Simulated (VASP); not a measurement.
A run of VASP 6.6.1:

INCAR

```
SYSTEM = Hf3Si2
ALGO = Fast
EDIFF = 1E-7
ENCUT = 520
GGA = PS
ISIF = 2
ISMEAR = 0
LASPH = .TRUE.
LCHARG = .TRUE.
LELF = .TRUE.
LREAL = .FALSE.
LVHAR = .TRUE.
LWAVE = .FALSE.
NBANDS = 49
NELM = 100
PREC = Accurate
SIGMA = 0.1
```

KPOINTS

```
k-points
0
G
  6 6 10
  0 0 0
```

POSCAR

```
Hf3Si2
1.0
    7.0462255980      0.0000000000      0.0000000000
    0.0000000000      7.0462255980      0.0000000000
    0.0000000000      0.0000000000      3.4627469947
Hf Si
6 4
Direct
    0.6739804189      0.8260195811      0.5000000000
    0.8260195811      0.3260195811      0.5000000000
    0.3260195811      0.1739804189      0.5000000000
    0.1739804189      0.6739804189      0.5000000000
    0.5000000000      0.5000000000      0.0000000000
    0.0000000000      0.0000000000      0.0000000000
    0.6235426444      0.1235426444      0.0000000000
    0.8764573556      0.6235426444      0.0000000000
    0.1235426444      0.3764573556      0.0000000000
    0.3764573556      0.8764573556      0.0000000000
```

Potentials or basis: VASP PAW PBE potentials, release 64 (Hf_pv, Si).

Command:

```console
$ cat potpaw_PBE.64/Hf_pv/POTCAR potpaw_PBE.64/Si/POTCAR > POTCAR
$ mpirun -np 1 vasp_std > vasp.out
```

Hardware: 1 thread of AMD EPYC 7R13 Processor (Zen 3), on a shared host.

**Question.** How long does it take, and how much memory?

**Answer.** Run time: 8.8 min on 1 thread of AMD EPYC 7R13 Processor (Zen 3), with other jobs on the host, peak memory 0.49 GiB. Counts: scf iterations 17, k points 60.
